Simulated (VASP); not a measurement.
# FeO in VASP: further runs

FeO is run at these levels: PBE, PBEsol-based screened hybrid with 25 % exact exchange; tasks: single point, relaxation of cell and atoms.

Program: VASP 6.6.1. These are calculated values, not measurements. Logs are shortened: lines on timing, memory, paths and dates and some standing lists are left out, and cuts for length are marked.

### Step 1. The cell of the first run

The typed cell holds 2 atoms: a = 3.368 Å, b = 3.368 Å, c = 3.368 Å, α = 60.00°, β = 60.00°, γ = 60.00°.

### Step 2. Single point, PBE, collinear spin, ferromagnetic start (atoms moved at random)

INCAR reads:

```
PREC     = Accurate       # precision mode
ENCUT    = 520            # plane-wave cutoff, eV
EDIFF    = 1E-6           # SCF threshold, eV
ISMEAR   = -1             # smearing method
SIGMA    = 0.05           # smearing width, eV
LREAL    = F              # projectors in reciprocal space
LASPH    = T              # aspherical terms in the spheres
NELM     = 150            # most SCF steps
ALGO     = Normal         # electronic algorithm
ISIF     = 2              # what is computed and relaxed
LWAVE    = F              # write WAVECAR
LCHARG   = F              # write CHGCAR
ISPIN    = 2              # spin polarisation
MAGMOM   = 3 0            # initial moments
LORBIT   = 11             # projections on sites
LMAXMIX  = 4              # l up to which the mixer works
GGA      = PE             # functional
NBANDS   = 18             # bands
LUSENCCL = F
```

KPOINTS reads:

```
regular mesh
0
Gamma
  10 10 10
```

POSCAR reads:

```
FeO
1.0
    0.0000000000      2.3818830800      2.3818830800
    2.3818830800      0.0000000000      2.3818830800
    2.3818830800      2.3818830800      0.0000000000
Fe O
1 1
Direct
    0.0031210000     -0.0003960000      0.0018490000
    0.2407390000      0.2399140000      0.2702360000
```

Potentials or basis: VASP PAW PBE potentials, release 64 (Fe, O).

On the command line:

```console
$ cat potpaw_PBE.64/Fe/POTCAR potpaw_PBE.64/O/POTCAR > POTCAR
$ mpirun -np 1 vasp_std > vasp.out
```

OUTCAR:

```text
PREC = Accurate
   ENCUT = 520
   EDIFF = 1E-6
   ISMEAR = -1
   LREAL = F
   LASPH = T
   NELM = 150
   ISIF = 2
   ISPIN = 2
   LORBIT = 11
   GGA = PE

 ion  position               nearest neighbor table
   1  0.003  1.000  0.002-   2 2.01   2 2.05   2 2.09   2 2.10
   2  0.241  0.240  0.270-   1 2.01   1 2.05   1 2.09   1 2.10

  LATTYP: Found a face centered cubic cell.
 ALAT       =     4.7637661600

  Lattice vectors:

 A1 = (   0.0000000000,   2.3818830800,   2.3818830800)
 A2 = (   2.3818830800,   0.0000000000,   2.3818830800)
 A3 = (   2.3818830800,   2.3818830800,   0.0000000000)

Analysis of symmetry for initial positions (statically):
=====================================================================
 Subroutine PRICEL returns:
 Original cell was already a primitive cell.

 Routine SETGRP: Setting up the symmetry group for a
 face centered cubic supercell.

 Subroutine GETGRP returns: Found  1 space group operations
 (whereof  1 operations were pure point group operations)
 out of a pool of 48 trial point group operations.

The static configuration has the point symmetry C_1 .

Analysis of symmetry for dynamics (positions and initial velocities):
=====================================================================
 Subroutine PRICEL returns:
 Original cell was already a primitive cell.

 Routine SETGRP: Setting up the symmetry group for a
 face centered cubic supercell.

 Subroutine GETGRP returns: Found  1 space group operations
 (whereof  1 operations were pure point group operations)
 out of a pool of 48 trial point group operations.

The dynamic configuration has the point symmetry C_1 .

Analysis of structural, dynamic, and magnetic symmetry:
=====================================================================
 Subroutine PRICEL returns:
 Original cell was already a primitive cell.

 Routine SETGRP: Setting up the symmetry group for a
 face centered cubic supercell.

 Subroutine GETGRP returns: Found  1 space group operations
 (whereof  1 operations were pure point group operations)
 out of a pool of 48 trial point group operations.

The overall configuration has the point symmetry C_1 .

 Subroutine INISYM returns: Found  1 space group operations
 (whereof  1 operations are pure point group operations),
 and found     1 'primitive' translations

----------------------------------------------------------------------------------------

                                     Primitive cell

  volume of cell :      27.0266

  direct lattice vectors                    reciprocal lattice vectors
     0.000000000  2.381883080  2.381883080    -0.209917944  0.209917944  0.209917944
     2.381883080  0.000000000  2.381883080     0.209917944 -0.209917944  0.209917944
     2.381883080  2.381883080  0.000000000     0.209917944  0.209917944 -0.209917944

  length of vectors
     3.368491356  3.368491356  3.368491356     0.363588545  0.363588545  0.363588545

  position of ions in fractional coordinates (direct lattice)
     0.003121000  0.999604000  0.001849000
     0.240739000  0.239914000  0.270236000

  ion indices of the primitive-cell ions
   primitive index   ion index
                 1           1
                 2           2

----------------------------------------------------------------------------------------

 KPOINTS: regular mesh

Automatic generation of k-mesh.
 Grid dimensions read from file:
 generate k-points for:   10   10   10

 Generating k-lattice:

  Cartesian coordinates                     Fractional coordinates (reciprocal lattice)
    -0.020991794  0.020991794  0.020991794     0.100000000  0.000000000  0.000000000
     0.020991794 -0.020991794  0.020991794     0.000000000  0.100000000  0.000000000
     0.020991794  0.020991794 -0.020991794     0.000000000  0.000000000  0.100000000

  Length of vectors
     0.036358855  0.036358855  0.036358855

  Shift w.r.t. Gamma in fractional coordinates (k-lattice)
     0.000000000  0.000000000  0.000000000

 Subroutine IBZKPT returns following result:
 ===========================================

 Found    504 irreducible k-points:

 Following reciprocal coordinates:
            Coordinates               Weight
  0.000000  0.000000  0.000000      1.000000
  0.100000  0.000000  0.000000      2.000000
  0.000000  0.100000  0.000000      2.000000
  0.000000  0.000000  0.100000      2.000000
  0.100000  0.100000  0.100000      2.000000
  0.200000  0.000000  0.000000      2.000000
[... 16 lines left out ...]
  0.000000  0.100000  0.100000      2.000000
  0.100000  0.000000  0.100000      2.000000
 [... further k-points ...]
   k-points           NKPTS =    504   k-points in BZ     NKDIM =    504   number of bands    NBANDS=     18
   number of dos      NEDOS =    301   number of ions     NIONS =      2
   total plane-waves  NPLWV =  21952
   dimension x,y,z NGX =    28 NGY =   28 NGZ =   28
   dimension x,y,z NGXF=    56 NGYF=   56 NGZF=   56
   ions per type =               1   1
   NGX,Y,Z   is equivalent  to a cutoff of  13.82, 13.82, 13.82 a.u.
   NGXF,Y,Z  is equivalent  to a cutoff of  27.64, 27.64, 27.64 a.u.
 SYSTEM =  unknown system
   PREC   = accura    normal or accurate (medium, high low for compatibility)
   ISTART =      0    job   : 0-new  1-cont  2-samecut
   ICHARG =      2    charge: 1-file 2-atom 10-const
   ISPIN  =      2    spin polarized calculation?
   LNONCOLLINEAR =      F non collinear calculations
   LSORBIT =      F    spin-orbit coupling
   LASPH  =      T    aspherical Exc in radial PAW
   ENCUT  =  520.0 eV  38.22 Ry    6.18 a.u.   6.26  6.26  6.26*2*pi/ulx,y,z
   NELM   =    150;   NELMIN=  2; NELMDL= -5     # of ELM steps
   EDIFF  = 0.1E-05   stopping-criterion for ELM
   LREAL  =      F    real-space projection
[... 7 lines left out ...]
   TEBEG  =    0.0;   TEEND  =   0.0 temperature during run
   PSTRESS=    0.0 pullay stress
   NELECT =      14.0000    total number of electrons
   NUPDOWN=      -1.0000    fix difference up-down
   EMIN   =  10.00;   EMAX   =-10.00  energy-range for DOS
   EFERMI =   0.00;   METHOD = LEGACY
   ISMEAR =    -1;   SIGMA  =   0.05  broadening in eV -4-tet -1-fermi 0-gaus
   EFERMI_NEDOS =   21; number of points for ismear=-14 and -15
   IALGO  =     38    algorithm
   IMIX   =      4    mixing-type and parameters
     AMIX     =   0.40;   BMIX     =  1.00
     AMIX_MAG =   1.60;   BMIX_MAG =  1.00
  volume/ion in A,a.u.               =      13.51        91.19
  Fermi-wavevector in a.u.,A,eV,Ry     =   1.314782  2.484578 23.519733  1.728652
  Thomas-Fermi vector in A             =   2.445011
   LORBIT       =     11    0 simple, 1 ext, 2 COOP (PROOUT), +10 PAW based schemes
   GGA     = PE    functional components
   LHFCALC =     F    Hartree Fock is set to
   AEXX    =    0.0000 exact exchange contribution
   IVDW    =     0    specifies the selected vdW correction
   LEPSILON=     F    determine dielectric tensor
   LRPA    =     F    only Hartree local field effects (RPA)
 spin polarized calculation
  energy-cutoff  :      520.00
  volume of cell :       27.03
 maximum number of plane-waves:       745
 NGX is ok and might be reduce to    28
   NGX = 13   NGY = 13   NGZ = 13

 number of electron      13.9999999 magnetization       4.0206212

 Free energy of the ion-electron system (eV)
  ---------------------------------------------------
  ext. energy  EPLUGINS =         0.00000000
  ---------------------------------------------------
  free energy    TOTEN  =       -14.86875087 eV

  energy without entropy =      -14.84886394  energy(sigma->0) =      -14.85880741

 E-fermi :   3.5238     XC(G=0): -10.3665

 val. band max:        3.5181329820   @ k =   0.0000   0.4000   0.1000
 cond. band min:       3.5238132083   @ k =   0.4000   0.0000   0.1000
 fundamental gap:      0.0056802263
 Fermi energy:         3.5237647253

 spin component 1

 k-point     1 :       0.0000    0.0000    0.0000
  band No.  band energies     occupation
      1     -16.0999      1.00000
      2      -2.7067      1.00000
      3      -2.5738      1.00000
      4      -2.4843      1.00000
      5       0.0036      1.00000
      6       0.0170      1.00000
[... 10 lines left out ...]
     17      21.5500      0.00000
     18      23.5643      0.00000

 k-point     2 :       0.1000    0.0000    0.0000
  band No.  band energies     occupation
      1     -16.0595      1.00000
      2      -2.6914      1.00000
      3      -2.6167      1.00000
      4      -2.5160      1.00000
      5      -0.0050      1.00000
      6       0.0112      1.00000
[... 10 lines left out ...]
     17      23.2789      0.00000
     18      24.4936      0.00000
[... 442 lines left out ...]
 k-point    24 :       0.1000    0.0000    0.1000
  band No.  band energies     occupation
      1     -16.0454      1.00000
      2      -2.7943      1.00000
      3      -2.5320      1.00000
      4      -2.4935      1.00000
      5      -0.0457      1.00000
      6       0.0373      1.00000
[... 10 lines left out ...]
     17      22.9590      0.00000
     18      23.7071      0.00000

 [... further k-points ...]

 spin component 2

 k-point     1 :       0.0000    0.0000    0.0000
  band No.  band energies     occupation
      1     -15.5693      1.00000
      2      -1.3473      1.00000
      3      -1.1884      1.00000
      4      -1.0837      1.00000
      5       3.1897      0.99875
      6       3.6533      0.06975
[... 10 lines left out ...]
     17      21.8813      0.00000
     18      24.4096      0.00000

 k-point     2 :       0.1000    0.0000    0.0000
  band No.  band energies     occupation
      1     -15.5275      1.00000
      2      -1.3857      1.00000
      3      -1.2874      1.00000
      4      -1.1401      1.00000
      5       3.5971      0.18747
      6       3.6403      0.08859
[... 10 lines left out ...]
     17      23.7387      0.00000
     18      25.2470      0.00000
[... 442 lines left out ...]
 k-point    24 :       0.1000    0.0000    0.1000
  band No.  band energies     occupation
      1     -15.5130      1.00000
      2      -1.5244      1.00000
      3      -1.1841      1.00000
      4      -1.1369      1.00000
      5       3.5577      0.33677
      6       3.6887      0.03564
[... 10 lines left out ...]
     17      23.2446      0.00000
     18      24.5255      0.00000

 [... further k-points ...]
[... 5 lines left out ...]
  --------------------------------------------------------------------------------------
  -------------------------------------------------------------------------------------
  Total       -1.9482292     -1.9474571     -1.9540874      0.1890738     -0.0875581     -0.0705926
  in kB     -115.4939718   -115.4482025   -115.8412577     11.2085782     -5.1905760     -4.1848364
  external PRESSURE =    -115.5944773 kB  Pullay stress =       0.0000000 kB

 VOLUME and BASIS-vectors are now :
 -----------------------------------------------------------------------------
  energy-cutoff  :      520.00
  volume of cell :       27.03
      direct lattice vectors                 reciprocal lattice vectors
     0.000000000  2.381883080  2.381883080    -0.209917944  0.209917944  0.209917944
     2.381883080  0.000000000  2.381883080     0.209917944 -0.209917944  0.209917944
     2.381883080  2.381883080  0.000000000     0.209917944  0.209917944 -0.209917944

 POSITION                                       TOTAL-FORCE (eV/Angst)
 -----------------------------------------------------------------------------------
      2.38534      0.01184      2.38837         0.068761      0.056858     -0.142522
      1.21512      1.21708      1.14486        -0.068761     -0.056858      0.142522
 -----------------------------------------------------------------------------------
    total drift:                                0.000202      0.000252     -0.000043

  FREE ENERGIE OF THE ION-ELECTRON SYSTEM (eV)
  ---------------------------------------------------
  free  energy   TOTEN  =       -14.8687508734 eV

  energy  without entropy=      -14.8488639414  energy(sigma->0) =      -14.85880741

 total charge

# of ion       s       p       d       tot
------------------------------------------
    1        0.303   0.362   6.014   6.678
    2        1.553   3.404   0.000   4.957
--------------------------------------------------
tot          1.855   3.766   6.014  11.635

 magnetization (x)

# of ion       s       p       d       tot
------------------------------------------
    1        0.028   0.040   3.552   3.620
    2        0.019   0.268   0.000   0.288
--------------------------------------------------
tot          0.047   0.308   3.552   3.907
```

It took 26 min on 1 × NVIDIA H100 80GB with 1 thread of Intel Xeon Platinum 8481C at 2.70GHz (Sapphire Rapids), shared host; peak memory 1.5 GiB.

What came out:

```
Free energy                                           : -14.8688 eV
Pressure                                              : -11.6 GPa
Largest force                                         : 0.168 eV/Å
Band gap on the k mesh                                : zero (filled and empty bands overlap)
Net moment                                            : 4.02 μB per cell
Site moments                                          : Fe +3.62; O +0.29 μB
Valence electrons inside the program's atomic spheres : Fe 6.68; O 4.96
```

Forces in eV/Å, atoms in the order of the input:
```
Fe   0.069  0.057 -0.143
O   -0.069 -0.057  0.143
```

Caveat: the cell differs from its parent crystal (atoms moved at random); the cell stands under tension; a cell with one magnetic atom can't hold antiferromagnetic order, which such compounds often take; semilocal functionals often make such compounds metallic where correlation or magnetic order opens a gap, which also shifts bond lengths.

(Continued in part 2 of 2.)

The gap in the log of VASP goes by the Fermi energy; the results here count the filled bands.